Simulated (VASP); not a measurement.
A run of VASP 6.6.1 is set up as follows.

Contents of INCAR:

```
  ALGO = Normal
  EDIFF = 1E-6
  ENCUT = 520
  GGA = PE
  GGA_COMPAT = F
  ISIF = 2
  ISMEAR = -1
  IVDW = 12
  LASPH = T
  LCHARG = F
  LREAL = Auto
  LWAVE = F
  NBANDS = 74
  NELM = 120
  PREC = Accurate
  SIGMA = 0.05
```

File KPOINTS:

```
k-points
0
Gamma
  1 1 1
```

POSCAR

```
BH24C12F3
1.0
    8.5288520000      0.0000000000      0.0000000000
    0.0000000000      8.5288520000      0.0000000000
    0.0000000000      0.0000000000      8.5288520000
B F C H
1 3 12 24
Direct
    0.9900863563      0.7774668853      0.6193447840
    1.1124592149      0.7168842888      0.5422183431
    0.8976471863      0.8885955578      0.5552329903
    0.9447226895      0.7159814709      0.7517307136
    0.8508179061      0.5695256525      0.1442163611
    0.8121726113      0.6596784655      0.2663429967
    0.4276659977      0.3020922394      0.0801983667
    0.4915901929      0.4446084889      0.0400405588
    0.7044676118      0.0025794796      0.8050907672
    0.5814733331     -0.0927909172      0.7714285580
    0.5134219705      0.4414896636      0.5922250732
    0.6557975212      0.3963135953      0.5906422107
    0.2262555383      0.7364297094      0.1361847995
    0.3142744182      0.8561996386      0.0794596975
    0.1077401742      0.2458126838      0.6652360716
    0.0757194520      0.1445212087      0.7681104092
    0.8107538975      0.4511627122      0.1349067846
    0.8715709922      0.6260514311      0.0316103504
    0.7916422984      0.6026016163      0.3770261226
    0.8515331254      0.7697049966      0.2694852719
    0.3333039429      0.2651939558     -0.0011724907
    0.4330477302      0.2514289145      0.2010235375
    0.4981913158      0.4640718352     -0.0979967761
    0.5451964696      0.5292623204      0.1344026136
    0.8119146633     -0.0692355782      0.7917360977
    0.6962250019      0.1263358773      0.8019953916
    0.5802539427     -0.2143195825      0.7406037765
    0.4675306829     -0.0269907369      0.7455985870
    0.4632510917      0.4317814402      0.4868767801
    0.4536014929      0.4420172844      0.7002231953
    0.7279643263      0.3782572379      0.4592646232
    0.7357144901      0.3441494823      0.6860360574
    0.1535845621      0.8040589753      0.2230898133
    0.2194316421      0.5956721960      0.1341563906
    0.3039916744      0.9678442069      0.1318465838
    0.4097972388      0.8537256831     -0.0063431749
    0.0512964699      0.3598022336      0.6474024875
    0.1637969565      0.2314027726      0.5478228488
   -0.0138119409      0.2049162068      0.8425166716
    0.1333825467      0.0310592797      0.7692125505
```

Potentials or basis: VASP PAW PBE potentials, release 64 (B, F, C, H).

The run is started by

```sh
$ cat potpaw_PBE.64/B/POTCAR potpaw_PBE.64/F/POTCAR potpaw_PBE.64/C/POTCAR potpaw_PBE.64/H/POTCAR > POTCAR
$ mpirun -np 1 vasp_gam > vasp.out
```

(1) Predict the dispersion energy per atom.

(2) What does it give for the pressure?

(3) Estimate the largest force.

Answers

(1) -0.033 eV.

(2) 0.3 GPa.

(3) 7.885 eV/Å.

Caveat: the k points lie up to 0.74 Å⁻¹ apart.
